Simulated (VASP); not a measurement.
# Na5H (P6/mmm) in VASP: notebook, part 2 of 2

VASP 6.6.1. The steps go on from the part before.

**3. Relaxation of cell and atoms, PBE**

This run uses another cell than the first one, of 37.72 Å³/atom.

File INCAR:

```
ALGO = Normal ; EDIFF = 1E-6
EDIFFG = -0.01 ; ENCUT = 600
GGA = PE ; IBRION = 2
ISIF = 3 ; ISMEAR = 0
LASPH = True ; LCHARG = False
LREAL = False ; LWAVE = False
NELM = 60 ; NSW = 100
PREC = Accurate ; SIGMA = 0.1
```

File KPOINTS:

```
k-points
0
Gamma
  6 6 6
```

File POSCAR:

```
Na5H
1.0
    6.5915837649      0.0000000000      0.0000000000
   -3.2957918825      5.7084789916      0.0000000000
    0.0000000000      0.0000000000      6.0149646471
Na H
5 1
Direct
    0.0000000000      0.5000000000      0.5000000000
    0.3333333333      0.6666666667      0.0000000000
    0.6666666667      0.3333333333      0.0000000000
    0.5000000000      0.0000000000      0.5000000000
    0.5000000000      0.5000000000      0.5000000000
    0.0000000000      0.0000000000      0.0000000000
```

Potentials or basis: VASP PAW PBE potentials, release 64 (Na_pv, H).

Run with:

```
$ cat potpaw_PBE.64/Na_pv/POTCAR potpaw_PBE.64/H/POTCAR > POTCAR
$ mpirun -np 1 vasp_std > vasp.out
```

OUTCAR:

```text
EDIFF = 1E-6
   EDIFFG = -0.01
   ENCUT = 600
   GGA = PE
   IBRION = 2
   ISIF = 3
   ISMEAR = 0
   LASPH = True
   LREAL = False
   NELM = 60
   NSW = 100
   PREC = Accurate

 ion  position               nearest neighbor table
   1  0.000  0.500  0.500-
   2  0.333  0.667  0.000-
   3  0.667  0.333  0.000-
   4  0.500  0.000  0.500-
   5  0.500  0.500  0.500-
   6  0.000  0.000  0.000-

  LATTYP: Found a hexagonal cell.
 ALAT       =     6.5915837649
 C/A-ratio  =     0.9125219161

  Lattice vectors:

 A1 = (   6.5915837649,   0.0000000000,   0.0000000000)
 A2 = (  -3.2957918825,   5.7084789916,   0.0000000000)
 A3 = (   0.0000000000,   0.0000000000,   6.0149646471)

Analysis of symmetry for initial positions (statically):
=====================================================================
 Subroutine PRICEL returns:
 Original cell was already a primitive cell.

 Routine SETGRP: Setting up the symmetry group for a
 hexagonal supercell.

 Subroutine GETGRP returns: Found 24 space group operations
 (whereof 24 operations were pure point group operations)
[... 179 lines left out ...]
  Direction    XX          YY          ZZ          XY          YZ          ZX
  --------------------------------------------------------------------------------------
  -------------------------------------------------------------------------------------
  Total       -0.0710945     -0.0710945      0.5340726      0.0000000     -0.0000000      0.0000000
  in kB       -0.5032728     -0.5032728      3.7806599      0.0000000     -0.0000000      0.0000000
  external PRESSURE =       0.9247048 kB  Pullay stress =       0.0000000 kB
[... 227 lines left out ...]
--------------------------------------- Ionic step        7  -------------------------------------------

 number of electron      35.9999979 magnetization

 Free energy of the ion-electron system (eV)
  ---------------------------------------------------
  ext. energy  EPLUGINS =         0.00000000
  ---------------------------------------------------
  free energy    TOTEN  =        -7.64405601 eV

  energy without entropy =       -7.62997030  energy(sigma->0) =       -7.63701315

 E-fermi :  -0.4281     XC(G=0):  -5.9729

 val. band max:       -0.4412908114   @ k =   0.1667   0.1667   0.3333
 cond. band min:      -0.3922858342   @ k =   0.1667   0.1667   0.3333
 fundamental gap:      0.0490049771
 Fermi energy:        -0.4280919911

 k-point     1 :       0.0000    0.0000    0.0000
  band No.  band energies     occupation
      1     -25.6066      2.00000
      2     -25.6066      2.00000
      3     -25.6038      2.00000
      4     -25.5973      2.00000
      5     -25.5952      2.00000
      6     -25.5952      2.00000
[... 589 lines left out ...]
     21       1.4208      0.00000
     22       1.5420      0.00000

 [... further k-points ...]

------------------------ aborting loop because EDIFF is reached ----------------------------------------

  FORCE on cell =-STRESS in cart. coord.  units (eV):
  Direction    XX          YY          ZZ          XY          YZ          ZX
  --------------------------------------------------------------------------------------
  -------------------------------------------------------------------------------------
  Total        0.0404726      0.0404726     -0.0012664     -0.0000000      0.0000000      0.0000000
  in kB        0.2849787      0.2849787     -0.0089169     -0.0000000      0.0000000      0.0000000
  external PRESSURE =       0.1870135 kB  Pullay stress =       0.0000000 kB
[... 21 lines left out ...]
  FREE ENERGIE OF THE ION-ELECTRON SYSTEM (eV)
  ---------------------------------------------------
  free  energy   TOTEN  =        -7.6440560062 eV

  energy  without entropy=       -7.6299702966  energy(sigma->0) =       -7.63701315

 reached required accuracy - stopping structural energy minimisation
```

OSZICAR:

```text
N       E                     dE             d eps       ncg     rms          rms(c)
DAV:   1     0.294321364639E+03    0.29432E+03   -0.19534E+04  1336   0.165E+03
[... 55 lines left out ...]
DAV:   1    -0.768123887937E+01   -0.37471E-01   -0.13728E+00  1400   0.172E+01    0.141E+00
DAV:   2    -0.765465917405E+01    0.26580E-01   -0.44944E-02  1406   0.337E+00    0.740E-01
DAV:   3    -0.764465637943E+01    0.10003E-01   -0.15606E-02  1400   0.179E+00    0.947E-02
DAV:   4    -0.764406046969E+01    0.59591E-03   -0.90872E-04  1370   0.512E-01    0.120E-02
DAV:   5    -0.764405430651E+01    0.61632E-05   -0.22072E-05  1286   0.710E-02    0.426E-03
DAV:   6    -0.764405581393E+01   -0.15074E-05   -0.39221E-06  1000   0.130E-02    0.134E-03
DAV:   7    -0.764405600620E+01   -0.19227E-06   -0.81768E-07   904   0.607E-03
   7 F= -.76440560E+01 E0= -.76370132E+01  d E =-.863894E-03
```

CONTCAR:

```text
Na5H
   1.00000000000000
     6.4985068273450386    0.0000000000008083    0.0000000000000000
    -3.2492534137211133    5.6278719991695496    0.0000000000000000
     0.0000000000000000    0.0000000000000000    6.2215863468447319
  Na              H
     5     1
Direct
     0.0000000000000000    0.5000000000000000    0.5000000000000000
     0.3333333332999970    0.6666666667000030    0.0000000000000000
     0.6666666667000030    0.3333333332999970    0.0000000000000000
     0.5000000000000000    0.0000000000000000    0.5000000000000000
     0.5000000000000000    0.5000000000000000    0.5000000000000000
     0.0000000000000000    0.0000000000000000    0.0000000000000000

  0.00000000E+00  0.00000000E+00  0.00000000E+00
  0.00000000E+00  0.00000000E+00  0.00000000E+00
  0.00000000E+00  0.00000000E+00  0.00000000E+00
  0.00000000E+00  0.00000000E+00  0.00000000E+00
  0.00000000E+00  0.00000000E+00  0.00000000E+00
  0.00000000E+00  0.00000000E+00  0.00000000E+00
```

It took 5.2 min on 1 thread of Intel Xeon 6975P-C (Granite Rapids), shared host; peak memory 0.45 GiB.

What came out:

| Quantity | Value |
| --- | --- |
| Free energy | -7.6441 eV |
| Relaxed volume | 37.92 Å³/atom |
| Relaxed cell | a = 6.499 Å, b = 6.499 Å, c = 6.222 Å, α = 90.00°, β = 90.00°, γ = 120.00° |
| Space group after relaxing (to 0.1 Å) | P6/mmm (No. 191) |
| Energy gained by relaxing | 1.6 meV/atom |
| Ionic steps | 7 |
| Pressure after relaxing | 0.0 GPa |
| Band gap on the k mesh | zero (bands 18 and 19 overlap by 1.42 eV) |

The path:
| step | energy change (eV) | largest force (eV/Å) | pressure (GPa) | volume (Å³) |
| --- | --- | --- | --- | --- |
| 1 | 0.0000 | 0.0000 | 0.09 | 226.33 |
| 2 | -0.0022 | 0.0000 | 0.06 | 227.04 |
| 3 | -0.0069 | 0.0000 | 0.01 | 229.17 |
| 4 | -0.0079 | 0.0000 | -0.13 | 233.36 |
| 5 | -0.0088 | 0.0000 | -0.07 | 231.60 |
| 6 | -0.0094 | 0.0000 | -0.05 | 230.50 |
| 7 | -0.0096 | 0.0000 | 0.02 | 227.54 |

Final structure:
```
Na H
1.0
     6.49851    0.00000    0.00000
    -3.24925    5.62787    0.00000
     0.00000    0.00000    6.22159
Na H
5 1
Cartesian
  -1.6246 2.8139 3.1108
  0.0000 3.7519 0.0000
  3.2493 1.8760 0.0000
  3.2493 0.0000 3.1108
  1.6246 2.8139 3.1108
  0.0000 0.0000 0.0000
```

Levels at points of the mesh, in eV from the Fermi level:
| k point | band 16 | band 17 | band 18 | band 19 | band 20 | band 21 |
| --- | --- | --- | --- | --- | --- | --- |
| (0.00, 0.00, 0.00) | -2.99 | -0.52 | 0.88 | 1.01 | 1.82 | 1.82 |
| (0.50, 0.00, 0.00) | -1.90 | -1.84 | -0.37 | 0.94 | 1.64 | 1.97 |
| (0.00, 0.00, 0.50) | -2.13 | -2.01 | 0.35 | 1.43 | 2.61 | 2.61 |
| (0.50, 0.00, 0.50) | -1.43 | -1.15 | -0.64 | -0.55 | 0.76 | 1.71 |
